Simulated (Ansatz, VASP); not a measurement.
# ZnO in VASP and in Ansatz

```
Zn O
1.0
     3.29216    0.00000    0.00000
    -1.64608    2.85109    0.00000
     0.00000    0.00000    5.27228
Zn O
2 2
Direct
  0.33333 0.66667 0.00000
  0.66667 0.33333 0.50000
  0.33333 0.66667 0.38210
  0.66667 0.33333 0.88210
```

Change from the starting cell: volume scaled by 1.04, PAW files.

Alike in both runs: task electric field gradients; functional PBE; k mesh 11 × 11 × 6; occupations fermi-dirac, width 0.02 eV; no spin polarisation.

|  | VASP | Ansatz |
| --- | --- | --- |
| version | VASP 6.6.1 | Ansatz 0.2.0 |
| potentials or method | VASP PAW PBE potentials, release 64 (Zn, O) | PAW with Ansatz's default frozen-core files, scalar-relativistic |
| plane-wave cutoff (eV) | 520 | 420 |
| valence electrons in the cell | 36 | 36 |

```csv
,VASP,Ansatz,Ansatz less VASP
gap on the k mesh at the Fermi level (eV),0.73,0.75,+0.016
pressure (GPa),0.4,-0.5,-0.88
"traceless stress, the component that is largest in VASP (GPa)",0.29,0.31,+0.025
rms of the force components (eV/Å),0.019,0.018,-0.0008
size of Vzz on the site where it differs most (V/Å²),7.2,7.1,-0.08
```

Atom by atom the forces differ by 0.001 eV/Å (rms over components). With one functional, cell and mesh, what is left measures potentials, basis and numerics.
